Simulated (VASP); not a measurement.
# Si in VASP: further runs, part 2 of 3

VASP 6.6.1. Earlier steps stand in the parts before.

## 3. Single point, PBE

This run uses another cell than the first one: it holds 8 atoms, not 1.

INCAR

```
SYSTEM = Si
ALGO = Normal
EDIFF = 1E-7
ENCUT = 520
GGA = PE
ISIF = 2
ISMEAR = 0
LASPH = .TRUE.
LCHARG = .FALSE.
LREAL = .FALSE.
LWAVE = .FALSE.
NBANDS = 26
NELM = 100
PREC = Accurate
SIGMA = 0.2
```

KPOINTS

```
k-points
0
G
  4 4 4
  0 0 0
```

POSCAR

```
Si
1.0
    5.0646704899      0.0000000000      0.0000000000
    0.0000000000      5.0646704899      0.0000000000
    0.0000000000      0.0000000000      5.0646704899
Si
8
Direct
    0.0000000000      0.0000000000      0.0000000000
    0.0000000000      0.0000000000      0.5000000000
    0.0000000000      0.5000000000      0.0000000000
    0.0000000000      0.5000000000      0.5000000000
    0.5000000000      1.0000000000      0.0000000000
    0.5000000000      1.0000000000      0.5000000000
    0.5000000000      0.5000000000      0.0000000000
    0.5000000000      0.5000000000      0.5000000000
```

Potentials or basis: VASP PAW PBE potentials, release 64 (Si).

The run is started by

```bash
cat potpaw_PBE.64/Si/POTCAR > POTCAR
mpirun -np 1 vasp_std > vasp.out
```

OUTCAR:

```text
SYSTEM = Si
   EDIFF = 1E-7
   ENCUT = 520
   GGA = PE
   ISIF = 2
   ISMEAR = 0
   LASPH = .TRUE.
   LREAL = .FALSE.
   NELM = 100
   PREC = Accurate

 ion  position               nearest neighbor table
   1  0.000  0.000  0.000-   2 2.53   3 2.53   5 2.53   2 2.53   3 2.53   5 2.53
   2  0.000  0.000  0.500-   1 2.53   4 2.53   6 2.53   1 2.53   4 2.53   6 2.53
   3  0.000  0.500  0.000-   1 2.53   4 2.53   7 2.53   4 2.53   1 2.53   7 2.53
   4  0.000  0.500  0.500-   2 2.53   3 2.53   8 2.53   3 2.53   2 2.53   8 2.53
   5  0.500  0.000  0.000-   1 2.53   6 2.53   7 2.53   6 2.53   7 2.53   1 2.53
   6  0.500  0.000  0.500-   2 2.53   5 2.53   8 2.53   5 2.53   8 2.53   2 2.53
   7  0.500  0.500  0.000-   3 2.53   5 2.53   8 2.53   8 2.53   5 2.53   3 2.53
   8  0.500  0.500  0.500-   4 2.53   6 2.53   7 2.53   7 2.53   6 2.53   4 2.53
[... 6 lines left out ...]
 A1 = (   5.0646704899,   0.0000000000,   0.0000000000)
 A2 = (   0.0000000000,   5.0646704899,   0.0000000000)
 A3 = (   0.0000000000,   0.0000000000,   5.0646704899)

Analysis of symmetry for initial positions (statically):
=====================================================================
 Subroutine PRICEL returns following result:

  LATTYP: Found a simple cubic cell.
 ALAT       =     2.5323352450

  Lattice vectors:

 A1 = (   2.5323352450,   0.0000000000,   0.0000000000)
 A2 = (   0.0000000000,   2.5323352450,   0.0000000000)
 A3 = (   0.0000000000,   0.0000000000,   2.5323352450)

   8 primitive cells build up your supercell.

 Routine SETGRP: Setting up the symmetry group for a
 simple cubic supercell.

 Subroutine GETGRP returns: Found 48 space group operations
 (whereof 48 operations were pure point group operations)
 out of a pool of 48 trial point group operations.

The static configuration has the point symmetry O_h .

Analysis of symmetry for dynamics (positions and initial velocities):
=====================================================================
 Subroutine PRICEL returns following result:

  LATTYP: Found a simple cubic cell.
 ALAT       =     2.5323352450

  Lattice vectors:

 A1 = (   2.5323352450,   0.0000000000,   0.0000000000)
 A2 = (   0.0000000000,   2.5323352450,   0.0000000000)
 A3 = (   0.0000000000,   0.0000000000,   2.5323352450)

   8 primitive cells build up your supercell.

 Routine SETGRP: Setting up the symmetry group for a
 simple cubic supercell.

 Subroutine GETGRP returns: Found 48 space group operations
 (whereof 48 operations were pure point group operations)
 out of a pool of 48 trial point group operations.

The dynamic configuration has the point symmetry O_h .

 Subroutine INISYM returns: Found 48 space group operations
 (whereof 48 operations are pure point group operations),
 and found     8 'primitive' translations

----------------------------------------------------------------------------------------

                                     Primitive cell

  volume of cell :      16.2392

  direct lattice vectors                    reciprocal lattice vectors
     2.532335245  0.000000000  0.000000000     0.394892423  0.000000000  0.000000000
     0.000000000  2.532335245  0.000000000     0.000000000  0.394892423  0.000000000
     0.000000000  0.000000000  2.532335245     0.000000000  0.000000000  0.394892423
[... 44 lines left out ...]
  0.500000  0.500000  0.000000      3.000000
  0.250000  0.250000  0.250000      8.000000
  0.500000  0.250000  0.250000     12.000000
  0.500000  0.500000  0.250000      6.000000
  0.500000  0.500000  0.500000      1.000000
   k-points           NKPTS =     10   k-points in BZ     NKDIM =     10   number of bands    NBANDS=     26
   number of dos      NEDOS =    301   number of ions     NIONS =      8
   total plane-waves  NPLWV =  64000
   dimension x,y,z NGX =    40 NGY =   40 NGZ =   40
   dimension x,y,z NGXF=    80 NGYF=   80 NGZF=   80
   ions per type =               8
   NGX,Y,Z   is equivalent  to a cutoff of  13.13, 13.13, 13.13 a.u.
   NGXF,Y,Z  is equivalent  to a cutoff of  26.26, 26.26, 26.26 a.u.
 SYSTEM =  Si
   PREC   = accura    normal or accurate (medium, high low for compatibility)
   ISTART =      0    job   : 0-new  1-cont  2-samecut
   ICHARG =      2    charge: 1-file 2-atom 10-const
   ISPIN  =      1    spin polarized calculation?
   LNONCOLLINEAR =      F non collinear calculations
   LSORBIT =      F    spin-orbit coupling
   LASPH  =      T    aspherical Exc in radial PAW
   ENCUT  =  520.0 eV  38.22 Ry    6.18 a.u.   9.42  9.42  9.42*2*pi/ulx,y,z
   NELM   =    100;   NELMIN=  2; NELMDL= -5     # of ELM steps
   EDIFF  = 0.1E-06   stopping-criterion for ELM
   LREAL  =      F    real-space projection
   EDIFFG = 0.1E-05   stopping-criterion for IOM
   NSW    =      0    number of steps for IOM
   IBRION =     -1    ionic relax: 0-MD 1-quasi-New 2-CG
   NFREE  =      0    steps in history (QN), initial steepest desc. (CG)
   ISIF   =      2    stress and relaxation
   ISYM   =      2    0-nonsym 1-usesym 2-fastsym
   POTIM  = 0.5000    time-step for ionic-motion
   TEBEG  =    0.0;   TEEND  =   0.0 temperature during run
   PSTRESS=    0.0 pullay stress
   NELECT =      32.0000    total number of electrons
   NUPDOWN=      -1.0000    fix difference up-down
   EMIN   =  10.00;   EMAX   =-10.00  energy-range for DOS
   EFERMI =   0.00;   METHOD = LEGACY
   ISMEAR =     0;   SIGMA  =   0.20  broadening in eV -4-tet -1-fermi 0-gaus
   EFERMI_NEDOS =   21; number of points for ismear=-14 and -15
   IALGO  =     38    algorithm
   IMIX   =      4    mixing-type and parameters
     AMIX     =   0.40;   BMIX     =  1.00
     AMIX_MAG =   1.60;   BMIX_MAG =  1.00
  volume/ion in A,a.u.               =      16.24       109.59
  Fermi-wavevector in a.u.,A,eV,Ry     =   1.026220  1.939274 14.328658  1.053127
  Thomas-Fermi vector in A             =   2.160101
   LORBIT       =      0    0 simple, 1 ext, 2 COOP (PROOUT), +10 PAW based schemes
   GGA     = PE    functional components
   LHFCALC =     F    Hartree Fock is set to
   AEXX    =    0.0000 exact exchange contribution
   IVDW    =     0    specifies the selected vdW correction
   LEPSILON=     F    determine dielectric tensor
   LRPA    =     F    only Hartree local field effects (RPA)
 non-spin polarized calculation
 Gauss-broadening in eV      SIGMA  =   0.20
  energy-cutoff  :      520.00
  volume of cell :      129.91
 maximum number of plane-waves:      3532
 NGX is ok and might be reduce to    40

 number of electron      32.0000002 magnetization

 Free energy of the ion-electron system (eV)
  ---------------------------------------------------
  ext. energy  EPLUGINS =         0.00000000
  ---------------------------------------------------
  free energy    TOTEN  =       -40.12638285 eV

  energy without entropy =      -40.01574467  energy(sigma->0) =      -40.07106376

 E-fermi :   8.1247     XC(G=0): -10.6089

 val. band max:        7.9876056257   @ k =   0.5000   0.2500   0.2500
 cond. band min:       8.2559065692   @ k =   0.2500   0.2500   0.0000
 fundamental gap:      0.2683009434
 Fermi energy:         8.1247250077

 k-point     1 :       0.0000    0.0000    0.0000
  band No.  band energies     occupation
      1      -4.9410      2.00000
      2      -0.3643      2.00000
      3      -0.3643      2.00000
      4      -0.3643      2.00000
      5       1.7258      2.00000
      6       1.7258      2.00000
[... 279 lines left out ...]
     25      12.3252      0.00000
     26      12.3252      0.00000

------------------------ aborting loop because EDIFF is reached ----------------------------------------

  FORCE on cell =-STRESS in cart. coord.  units (eV):
  Direction    XX          YY          ZZ          XY          YZ          ZX
  --------------------------------------------------------------------------------------
  -------------------------------------------------------------------------------------
  Total        0.1415983      0.1415983      0.1415983     -0.0000000      0.0000000      0.0000000
  in kB        1.7462846      1.7462846      1.7462846     -0.0000000      0.0000000      0.0000000
  external PRESSURE =       1.7462846 kB  Pullay stress =       0.0000000 kB

 VOLUME and BASIS-vectors are now :
 -----------------------------------------------------------------------------
  energy-cutoff  :      520.00
  volume of cell :      129.91
      direct lattice vectors                 reciprocal lattice vectors
     5.064670490  0.000000000  0.000000000     0.197446211  0.000000000  0.000000000
     0.000000000  5.064670490  0.000000000     0.000000000  0.197446211  0.000000000
     0.000000000  0.000000000  5.064670490     0.000000000  0.000000000  0.197446211

 POSITION                                       TOTAL-FORCE (eV/Angst)
 -----------------------------------------------------------------------------------
      0.00000      0.00000      0.00000         0.000000      0.000000      0.000000
      0.00000      0.00000      2.53234        -0.000000      0.000000     -0.000000
      0.00000      2.53234      0.00000         0.000000     -0.000000      0.000000
      0.00000      2.53234      2.53234         0.000000     -0.000000     -0.000000
      2.53234      0.00000      0.00000         0.000000     -0.000000      0.000000
      2.53234      0.00000      2.53234         0.000000     -0.000000      0.000000
      2.53234      2.53234      0.00000        -0.000000     -0.000000     -0.000000
      2.53234      2.53234      2.53234         0.000000      0.000000     -0.000000
 -----------------------------------------------------------------------------------
    total drift:                                0.000000      0.000000      0.000000

  FREE ENERGIE OF THE ION-ELECTRON SYSTEM (eV)
  ---------------------------------------------------
  free  energy   TOTEN  =       -40.1263828550 eV

  energy  without entropy=      -40.0157446737  energy(sigma->0) =      -40.07106376
```

Wall time 24 s (1 thread of Intel Xeon Platinum 8259CL at 2.50GHz (Skylake/Cascade Lake), shared host); peak memory 0.23 GiB.

What came out:

```
Free energy            : -40.1264 eV
Pressure               : 0.2 GPa
Band gap on the k mesh : zero (bands 16 and 17 overlap by 1.71 eV)
```

## 4. Single point, PBE

This run uses another cell than the first one, of 16.24 Å³/atom.

INCAR

```
  PREC = Accurate
  ENCUT = 520
  EDIFF = 1E-6
  ISMEAR = 0
  SIGMA = 0.1
  LREAL = False
  LASPH = True
  NELM = 80
  ALGO = Normal
  ISIF = 2
  LWAVE = False
  LCHARG = False
  GGA = PE
  NBANDS = 8
```

KPOINTS

```
regular mesh
0
Gamma
  22 22 22
```

POSCAR

```
Si
1.0
    2.5323352449      0.0000000000      0.0000000000
    0.0000000000      2.5323352449      0.0000000000
    0.0000000000      0.0000000000      2.5323352449
Si
1
Direct
    0.0000000000      0.0000000000      0.0000000000
```

Potentials or basis: VASP PAW PBE potentials, release 64 (Si).

The run is started by

```bash
cat potpaw_PBE.64/Si/POTCAR > POTCAR
mpirun -np 1 vasp_std > vasp.out
```

OUTCAR:

```text
PREC = Accurate
   ENCUT = 520
   EDIFF = 1E-6
   ISMEAR = 0
   LREAL = False
   LASPH = True
   NELM = 80
   ISIF = 2
   GGA = PE

 ion  position               nearest neighbor table
   1  0.000  0.000  0.000-

  LATTYP: Found a simple cubic cell.
 ALAT       =     2.5323352449

  Lattice vectors:

 A1 = (   2.5323352449,   0.0000000000,   0.0000000000)
 A2 = (   0.0000000000,   2.5323352449,   0.0000000000)
 A3 = (   0.0000000000,   0.0000000000,   2.5323352449)

Analysis of symmetry for initial positions (statically):
=====================================================================
 Subroutine PRICEL returns:
 Original cell was already a primitive cell.

 Routine SETGRP: Setting up the symmetry group for a
 simple cubic supercell.

 Subroutine GETGRP returns: Found 48 space group operations
 (whereof 48 operations were pure point group operations)
 out of a pool of 48 trial point group operations.

The static configuration has the point symmetry O_h .

Analysis of symmetry for dynamics (positions and initial velocities):
[... 153 lines left out ...]
  ---------------------------------------------------
  free energy    TOTEN  =        -5.07336005 eV

  energy without entropy =       -5.07113074  energy(sigma->0) =       -5.07224539

 E-fermi :   8.2759     XC(G=0): -10.6053

 val. band max:        8.2693273262   @ k =   0.5000   0.3636   0.0000
 cond. band min:       8.2840850914   @ k =   0.2273   0.0909   0.0000
 fundamental gap:      0.0147577653
 Fermi energy:         8.2758554898

 k-point     1 :       0.0000    0.0000    0.0000
  band No.  band energies     occupation
      1      -4.9366      2.00000
      2      15.6755      0.00000
      3      15.6755      0.00000
      4      15.9002      0.00000
      5      15.9002      0.00000
      6      15.9002      0.00000
      7      23.8813      0.00000
      8      32.9157      0.00000
[... 243 lines left out ...]
 k-point    24 :       0.0909    0.0909    0.0000
  band No.  band energies     occupation
      1      -4.5707      2.00000
      2      12.3547      0.00000
      3      13.4446      0.00000
      4      16.2028      0.00000
      5      17.6393      0.00000
      6      19.8618      0.00000
      7      25.0786      0.00000
      8      30.2066      0.00000

 [... further k-points ...]
[... 5 lines left out ...]
  --------------------------------------------------------------------------------------
  -------------------------------------------------------------------------------------
  Total       -0.0045058     -0.0045058     -0.0045058     -0.0000000      0.0000000     -0.0000000
  in kB       -0.4445501     -0.4445501     -0.4445501     -0.0000000      0.0000000     -0.0000000
  external PRESSURE =      -0.4445501 kB  Pullay stress =       0.0000000 kB

 VOLUME and BASIS-vectors are now :
 -----------------------------------------------------------------------------
  energy-cutoff  :      520.00
  volume of cell :       16.24
      direct lattice vectors                 reciprocal lattice vectors
     2.532335245  0.000000000  0.000000000     0.394892423  0.000000000  0.000000000
     0.000000000  2.532335245  0.000000000     0.000000000  0.394892423  0.000000000
     0.000000000  0.000000000  2.532335245     0.000000000  0.000000000  0.394892423

 POSITION                                       TOTAL-FORCE (eV/Angst)
 -----------------------------------------------------------------------------------
      0.00000      0.00000      0.00000         0.000000      0.000000      0.000000
 -----------------------------------------------------------------------------------
    total drift:                               -0.000000     -0.000000      0.000000

  FREE ENERGIE OF THE ION-ELECTRON SYSTEM (eV)
  ---------------------------------------------------
  free  energy   TOTEN  =        -5.0733600490 eV

  energy  without entropy=       -5.0711307382  energy(sigma->0) =       -5.07224539
```

OSZICAR:

```text
N       E                     dE             d eps       ncg     rms          rms(c)
DAV:   1    -0.229467445011E+01   -0.22947E+01   -0.17511E+03  6240   0.375E+02
DAV:   2    -0.505139040694E+01   -0.27567E+01   -0.25938E+01  8224   0.304E+01
DAV:   3    -0.507167082162E+01   -0.20280E-01   -0.20253E-01  6640   0.270E+00
DAV:   4    -0.507170469766E+01   -0.33876E-04   -0.33876E-04  9120   0.117E-01
DAV:   5    -0.507170474803E+01   -0.50365E-07   -0.50619E-07  6696   0.254E-03    0.266E+00
DAV:   6    -0.507260197356E+01   -0.89723E-03   -0.78958E-04  7336   0.170E-01    0.154E+00
DAV:   7    -0.507330629872E+01   -0.70433E-03   -0.23222E-03  7160   0.284E-01    0.149E-01
DAV:   8    -0.507335900531E+01   -0.52707E-04   -0.48019E-05  8320   0.472E-02    0.216E-02
DAV:   9    -0.507336016931E+01   -0.11640E-05   -0.62433E-07  7080   0.503E-03    0.282E-03
DAV:  10    -0.507336004900E+01    0.12031E-06   -0.35837E-07  6656   0.378E-03
   1 F= -.50733600E+01 E0= -.50722454E+01  d E =-.222931E-02
```

stdout:

```text
POSCAR found type information on POSCAR Si
 POSCAR found :  1 types and       1 ions
 scaLAPACK will be used
 LDA part: xc-table for (Slater+PW92), standard interpolation
 POSCAR, INCAR and KPOINTS ok, starting setup
 FFT: planning ... GRIDC
 FFT: planning ... GRID_SOFT
 FFT: planning ... GRID
 WAVECAR not read
 entering main loop
```

It took 22 s on 1 thread of Intel Xeon Platinum 8259CL at 2.50GHz (Skylake/Cascade Lake), shared host; peak memory 0.15 GiB.

Results:

```yaml
Free_energy: -5.0734 eV
Pressure: 0.0 GPa
Band_gap_on_the_k_mesh: zero (bands 2 and 3 overlap by 10.31 eV)
```

(Part 2 of 3 ends here.)

The gap in the log of VASP goes by the Fermi energy; the results here count the filled bands.